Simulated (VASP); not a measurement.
# CdTe (F-43m) in VASP: a series of runs, part 2 of 2

VASP 6.6.1. The steps go on from the part before.

**5. Single point, r2SCAN**

This run uses another cell than the first one, of 32.10 Å³/atom, 1.083 times its volume.

Input file POSCAR:

```
CdTe
1.0
    0.0000000000      3.1780659535      3.1780659535
    3.1780659535      0.0000000000      3.1780659535
    3.1780659535      3.1780659535      0.0000000000
Cd Te
1 1
Direct
    0.0000000000      0.0000000000      0.0000000000
    0.2500000000      0.2500000000      0.2500000000
```

Input file INCAR.step1:

```
PREC     = Accurate       # precision mode
ENCUT    = 520            # plane-wave cutoff, eV
ISMEAR   = 0              # smearing method
SIGMA    = 0.01           # smearing width, eV
LREAL    = False          # projectors in reciprocal space
LASPH    = True           # aspherical terms in the spheres
NELM     = 60             # most SCF steps
NBANDS   = 16             # bands
GGA      = PE             # functional
ALGO     = Normal         # electronic algorithm
EDIFF    = 1E-4           # SCF threshold, eV
LWAVE    = True           # write WAVECAR
LCHARG   = False          # write CHGCAR
```

Input file INCAR.step2:

```
PREC     = Accurate       # precision mode
ENCUT    = 520            # plane-wave cutoff, eV
EDIFF    = 1E-7           # SCF threshold, eV
ISMEAR   = 0              # smearing method
SIGMA    = 0.01           # smearing width, eV
LREAL    = False          # projectors in reciprocal space
LASPH    = True           # aspherical terms in the spheres
NELM     = 60             # most SCF steps
ALGO     = Normal         # electronic algorithm
ISIF     = 2              # what is computed and relaxed
LWAVE    = False          # write WAVECAR
LCHARG   = False          # write CHGCAR
METAGGA  = R2SCAN         # meta-GGA
LMIXTAU  = True         
NBANDS   = 16             # bands
ISTART   = 1
```

Input file KPOINTS:

```
Automatic mesh
0
Gamma
  5 5 5
```

Potentials or basis: VASP PAW PBE potentials, release 64 (Cd, Te).

On the command line:

```
$ cat potpaw_PBE.64/Cd/POTCAR potpaw_PBE.64/Te/POTCAR > POTCAR
$ cp INCAR.step1 INCAR
$ mpirun -np 1 vasp_std > vasp.out
$ cp INCAR.step2 INCAR
$ mpirun -np 1 vasp_std > vasp.out
```

OUTCAR:

```text
PREC = Accurate
   ENCUT = 520
   EDIFF = 1E-7
   ISMEAR = 0
   LREAL = False
   LASPH = True
   NELM = 60
   ISIF = 2
   METAGGA = R2SCAN
   ISTART = 1

 ion  position               nearest neighbor table
   1  0.000  0.000  0.000-   2 2.75   2 2.75   2 2.75   2 2.75
   2  0.250  0.250  0.250-   1 2.75   1 2.75   1 2.75   1 2.75

  LATTYP: Found a face centered cubic cell.
 ALAT       =     6.3561319070

  Lattice vectors:

 A1 = (   0.0000000000,   3.1780659535,   3.1780659535)
 A2 = (   3.1780659535,   0.0000000000,   3.1780659535)
 A3 = (   3.1780659535,   3.1780659535,   0.0000000000)

Analysis of symmetry for initial positions (statically):
=====================================================================
 Subroutine PRICEL returns:
 Original cell was already a primitive cell.

 Routine SETGRP: Setting up the symmetry group for a
 face centered cubic supercell.

 Subroutine GETGRP returns: Found 24 space group operations
 (whereof 24 operations were pure point group operations)
 out of a pool of 48 trial point group operations.

The static configuration has the point symmetry T_d .

Analysis of symmetry for dynamics (positions and initial velocities):
=====================================================================
 Subroutine PRICEL returns:
 Original cell was already a primitive cell.

 Routine SETGRP: Setting up the symmetry group for a
 face centered cubic supercell.

 Subroutine GETGRP returns: Found 24 space group operations
 (whereof 24 operations were pure point group operations)
 out of a pool of 48 trial point group operations.

The dynamic configuration has the point symmetry T_d .

 Subroutine INISYM returns: Found 24 space group operations
 (whereof 24 operations are pure point group operations),
 and found     1 'primitive' translations

----------------------------------------------------------------------------------------

[... 96 lines left out ...]
     AMIX     =   0.40;   BMIX     =  1.00
     AMIX_MAG =   1.60;   BMIX_MAG =  1.00
  volume/ion in A,a.u.               =      32.10       216.61
  Fermi-wavevector in a.u.,A,eV,Ry     =   1.071501  2.024844 15.621058  1.148115
  Thomas-Fermi vector in A             =   2.207244
   LORBIT       =      0    0 simple, 1 ext, 2 COOP (PROOUT), +10 PAW based schemes
   METAGGA = R2SCAN    functional components
   LHFCALC =     F    Hartree Fock is set to
   AEXX    =    0.0000 exact exchange contribution
   IVDW    =     0    specifies the selected vdW correction
   LEPSILON=     F    determine dielectric tensor
   LRPA    =     F    only Hartree local field effects (RPA)
 non-spin polarized calculation
 Gauss-broadening in eV      SIGMA  =   0.01
  energy-cutoff  :      520.00
  volume of cell :       64.20
 maximum number of plane-waves:      1759
 NGX is ok and might be reduce to    36
   NGX = 17   NGY = 17   NGZ = 17

 number of electron      18.0000002 magnetization

 Free energy of the ion-electron system (eV)
  ---------------------------------------------------
  ext. energy  EPLUGINS =         0.00000000
  ---------------------------------------------------
  free energy    TOTEN  =       -46.53959023 eV

  energy without entropy =      -46.53959023  energy(sigma->0) =      -46.53959023

 E-fermi :   2.7255     XC(G=0):  -9.3768

 val. band max:        2.6673044015   @ k =   0.0000   0.0000   0.0000
 cond. band min:       4.1317896478   @ k =   0.0000   0.0000   0.0000
 fundamental gap:      1.4644852463
 Fermi energy:         2.7254881914

 k-point     1 :       0.0000    0.0000    0.0000
  band No.  band energies     occupation
      1      -9.2295      2.00000
      2      -6.1243      2.00000
      3      -6.1243      2.00000
      4      -6.1243      2.00000
      5      -5.7899      2.00000
      6      -5.7899      2.00000
[... 167 lines left out ...]
      3      -5.9743      2.00000
      4      -5.8368      2.00000
      5      -5.7807      2.00000
      6      -5.2045      2.00000
[... 8 lines left out ...]
     15      13.5396      0.00000
     16      15.5566      0.00000

------------------------ aborting loop because EDIFF is reached ----------------------------------------

  FORCE on cell =-STRESS in cart. coord.  units (eV):
  Direction    XX          YY          ZZ          XY          YZ          ZX
  --------------------------------------------------------------------------------------
  -------------------------------------------------------------------------------------
  Total        1.9697786      1.9697786      1.9697786      0.0000000      0.0000000     -0.0000000
  in kB       49.1597065     49.1597065     49.1597065      0.0000000      0.0000000     -0.0000000
  external PRESSURE =      49.1597065 kB  Pullay stress =       0.0000000 kB

 VOLUME and BASIS-vectors are now :
 -----------------------------------------------------------------------------
  energy-cutoff  :      520.00
  volume of cell :       64.20
      direct lattice vectors                 reciprocal lattice vectors
     0.000000000  3.178065953  3.178065953    -0.157328390  0.157328390  0.157328390
     3.178065953  0.000000000  3.178065953     0.157328390 -0.157328390  0.157328390
     3.178065953  3.178065953  0.000000000     0.157328390  0.157328390 -0.157328390

 POSITION                                       TOTAL-FORCE (eV/Angst)
 -----------------------------------------------------------------------------------
      0.00000      0.00000      0.00000        -0.000000     -0.000000     -0.000000
      1.58903      1.58903      1.58903         0.000000      0.000000      0.000000
 -----------------------------------------------------------------------------------
    total drift:                               -0.000003     -0.000003     -0.000003

  FREE ENERGIE OF THE ION-ELECTRON SYSTEM (eV)
  ---------------------------------------------------
  free  energy   TOTEN  =       -46.5395902329 eV

  energy  without entropy=      -46.5395902329  energy(sigma->0) =      -46.53959023
```

OUTCAR.step1:

```text
PREC = Accurate
   ENCUT = 520
   ISMEAR = 0
   LREAL = False
   LASPH = True
[... 395 lines left out ...]
      0.00000      0.00000      0.00000        -0.000000      0.000000     -0.000000
      1.58903      1.58903      1.58903         0.000000     -0.000000      0.000000
 -----------------------------------------------------------------------------------
    total drift:                               -0.000000     -0.000000     -0.000000

  FREE ENERGIE OF THE ION-ELECTRON SYSTEM (eV)
  ---------------------------------------------------
  free  energy   TOTEN  =        -4.6545958066 eV

  energy  without entropy=       -4.6545958066  energy(sigma->0) =       -4.65459581
```

It took 26 s on 1 thread of Intel Xeon 6975P-C (Granite Rapids), shared host; peak memory 0.21 GiB.

Results:

* Free energy: -46.5396 eV
* Pressure: 4.9 GPa
* Band gap on the k mesh: 1.46 eV, direct

Caveat: the PAW data sets were made with another functional, which shifts forces and pressure a little; spin-orbit coupling is left out, which moves the levels of the heavy elements.

**6. Single point, r2SCAN**

This run uses another cell than the first one, of 32.92 Å³/atom, 1.111 times its volume.

Input file POSCAR:

```
CdTe
1.0
    0.0000000000      3.2050000000      3.2050000000
    3.2050000000      0.0000000000      3.2050000000
    3.2050000000      3.2050000000      0.0000000000
Cd Te
1 1
Direct
    0.0000000000      0.0000000000      0.0000000000
    0.2500000000      0.2500000000      0.2500000000
```

Input file INCAR.step1:

```
ALGO = Normal
EDIFF = 1E-4
ENCUT = 520
GGA = PE
ISMEAR = 0
LASPH = True
LCHARG = False
LREAL = False
LWAVE = True
NBANDS = 16
NELM = 80
PREC = Accurate
SIGMA = 0.01
```

Input file INCAR.step2:

```
ALGO = Normal
EDIFF = 1E-7
ENCUT = 520
ISIF = 2
ISMEAR = 0
ISTART = 1
LASPH = True
LCHARG = False
LMIXTAU = True
LREAL = False
LWAVE = False
METAGGA = R2SCAN
NBANDS = 16
NELM = 80
PREC = Accurate
SIGMA = 0.01
```

Input file KPOINTS:

```
k-points
0
Gamma
  5 5 5
```

Potentials or basis: VASP PAW PBE potentials, release 64 (Cd, Te).

On the command line:

```
$ cat potpaw_PBE.64/Cd/POTCAR potpaw_PBE.64/Te/POTCAR > POTCAR
$ cp INCAR.step1 INCAR
$ mpirun -np 1 vasp_std > vasp.out
$ cp INCAR.step2 INCAR
$ mpirun -np 1 vasp_std > vasp.out
```

Run time: 26 s. Hardware: 1 thread of Intel Xeon 6975P-C (Granite Rapids), shared host; peak memory 0.21 GiB.

It converged, with:

```yaml
Free_energy: -46.5823 eV
Pressure: 3.4 GPa
Band_gap_on_the_k_mesh: 1.38 eV, direct
```

Levels at points of the mesh, in eV from the valence-band top:
```
           k point  band 6  band 7  band 8  band 9  band 10  band 11  band 12  band 13
(0.00, 0.00, 0.00)   -8.38    0.00    0.00    0.00     1.38     5.00     5.00     5.00
```

Caveat: the PAW data sets were made with another functional, which shifts forces and pressure a little; spin-orbit coupling is left out, which moves the levels of the heavy elements. r2SCAN opens gaps a little over a GGA but as a rule still falls short of measured ones.

**7. Summary**

| cell | gap on the mesh (eV) | pressure (GPa) |
| --- | --- | --- |
| a = 4.376 Å, angles 60.0°, 2 atoms | 1.74 | 10.8 |
| a = 4.416 Å, angles 60.0°, 2 atoms | 1.64 | 8.6 |
| a = 4.456 Å, angles 60.0°, 2 atoms | 1.55 | 6.6 |
| a = 4.494 Å, angles 60.0°, 2 atoms | 1.46 | 4.9 |
| a = 4.533 Å, angles 60.0°, 2 atoms | 1.38 | 3.4 |

Alike in all rows: task single point; level r2SCAN; potentials or basis VASP PAW PBE potentials, release 64 (Cd, Te); no spin polarisation; k mesh 5 × 5 × 5; cutoff (eV) 520; smearing gaussian 0.01 eV.

Caveats: the PAW data sets were made with another functional, which shifts forces and pressure a little; spin-orbit coupling is left out, which moves the levels of the heavy elements.

Total energies depend on the potentials used, so only differences within one code and one set of settings carry meaning.
